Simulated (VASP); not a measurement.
Set up this calculation in VASP 6.6.1, as the native input.

```
Task                   : single point
Functional             : PBE
Potentials or basis    : VASP PAW PBE potentials, release 64 (Ru_pv)
Cutoff                 : 500 eV
k mesh                 : 9 × 9 × 4
Occupations            : gaussian, width 0.1 eV
Spin                   : no spin polarisation
Dipole correction      : no
Further INCAR settings : ALGO = Normal; EDIFF = 1e-06; NBANDS = 21
```

The structure of Ru lies in POSCAR:

```
Ru
1.0
    2.7013330710      0.0000000000      0.0000000000
   -1.3506665355      2.3394230636      0.0000000000
    0.0000000000      0.0000000000      4.3652670701
Ru
2
Direct
    0.3333333333      0.6666666667      0.2500000000
    0.6666666667      0.3333333333      0.7500000000
```

One way to write it, as run:

INCAR

```
SYSTEM = Ru
PREC     = Accurate       ! precision mode
ENCUT    = 500            ! plane-wave cutoff, eV
EDIFF    = 1E-6           ! SCF threshold, eV
ISMEAR   = 0              ! smearing method
SIGMA    = 0.1            ! smearing width, eV
LREAL    = .False.        ! projectors in reciprocal space
LASPH    = .True.         ! aspherical terms in the spheres
NELM     = 120            ! most SCF steps
ALGO     = Normal         ! electronic algorithm
ISIF     = 2              ! what is computed and relaxed
LWAVE    = .False.        ! write WAVECAR
LCHARG   = .False.        ! write CHGCAR
GGA      = PE             ! functional
NBANDS   = 21             ! bands
GGA_COMPAT= .False.
```

KPOINTS

```
regular mesh
0
Gamma
  9 9 4
  0 0 0
```

Potentials or basis: VASP PAW PBE potentials, release 64 (Ru_pv).

Run with:

```sh
$ cat potpaw_PBE.64/Ru_pv/POTCAR > POTCAR
$ mpirun -np 1 vasp_std > vasp.out
```

Results of the run:

```json
{"Pressure": "-0.6 GPa", "Band gap on the k mesh": "zero (bands 14 and 15 overlap by 2.91 eV)"}
```

Caveat: the stress differs along the axes, from -8 to 3 GPa.

Run time: 22 s on 1 thread of AMD EPYC 7R43 64-Core Processor (Zen 3) (shared host), peak memory 0.11 GiB.
